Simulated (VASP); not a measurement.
A run of VASP 6.6.1 is set up as follows.

INCAR

```
PREC     = Accurate       # precision mode
ENCUT    = 600            # plane-wave cutoff, eV
EDIFF    = 1E-7           # SCF threshold, eV
ISMEAR   = 0              # smearing method
SIGMA    = 0.02           # smearing width, eV
LREAL    = F              # projectors in reciprocal space
LASPH    = T              # aspherical terms in the spheres
NELM     = 120            # most SCF steps
ALGO     = Normal         # electronic algorithm
ISIF     = 3              # what is computed and relaxed
LWAVE    = F              # write WAVECAR
LCHARG   = F              # write CHGCAR
GGA      = PS             # functional
IBRION   = 2              # ionic algorithm
NSW      = 100            # ionic steps
EDIFFG   = -0.002         # ionic threshold
GGA_COMPAT= F            
NELMIN   = 4
```

The input KPOINTS:

```
regular mesh
0
Gamma
  12 12 12
```

File POSCAR:

```
C
1.0
    0.0000000000      1.7835000000      1.7835000000
    1.7835000000      0.0000000000      1.7835000000
    1.7835000000      1.7835000000      0.0000000000
C
2
Direct
    0.0000000000      0.0000000000      0.0000000000
    0.2500000000      0.2500000000      0.2500000000
```

Potentials or basis: VASP PAW PBE potentials, release 64 (C).

Launch:

```console
$ cat potpaw_PBE.64/C/POTCAR > POTCAR
$ mpirun -np 1 vasp_std > vasp.out
```

(1) Estimate the band gap on the k mesh.

(2) Estimate the space group after relaxing (to 0.05 Å).

## Answers

(1) 4.06 eV, indirect (least direct gap 5.57 eV).

(2) Fd-3m (No. 227).
